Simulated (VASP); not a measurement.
MoS2: single point with PBEsol

MoS2:

```
Mo S
1.0
     3.17275    0.00000    0.00000
    -1.58638    2.74768    0.00000
     0.00000    0.00000    6.20546
Mo S
1 2
Direct
  0.00000 0.00000 0.50000
  0.33333 0.66667 0.25532
  0.66667 0.33333 0.74468
```

```yaml
Program: VASP 6.6.1
Task: single point
Functional: PBEsol
Potentials_or_basis: VASP PAW PBE potentials, release 64 (Mo_sv, S)
Cutoff: 520 eV
k_mesh: 10 × 10 × 5
Occupations: methfessel-paxton, width 0.1 eV
Spin: no spin polarisation
```

- Pressure: 3.9 GPa
- Largest force: 0.895 eV/Å
- Band gap on the k mesh: zero (bands 13 and 14 overlap by 0.76 eV)

Forces on the atoms (eV/Å):
```
Mo   0.000  0.000  0.000
S    0.000  0.000 -0.895
S    0.000  0.000  0.895
```

Stress tensor (GPa, compression positive):
```
2.16 0.00 0.00
0.00 2.16 0.00
0.00 0.00 7.40
```

Levels at points of the mesh, in eV from the Fermi level:
```csv
k point,band 10,band 11,band 12,band 13,band 14,band 15,band 16,band 17
"(0.00, 0.00, 0.00)",-2.00,-1.33,-1.16,-1.16,-0.37,-0.37,3.31,3.31
"(0.50, 0.00, 0.00)",-4.44,-3.43,-1.94,-1.92,0.92,1.73,3.79,3.82
```

Wall time 79 s on 1 thread of Intel Xeon 8259CL, on a shared host, peak memory 0.2 GiB.

Caveat: the cell stands under pressure; the PAW data sets were made with another functional, which shifts forces and pressure a little; this functional lacks dispersion, which binds the layers, so the pressure and a relaxed spacing across them are unreliable.
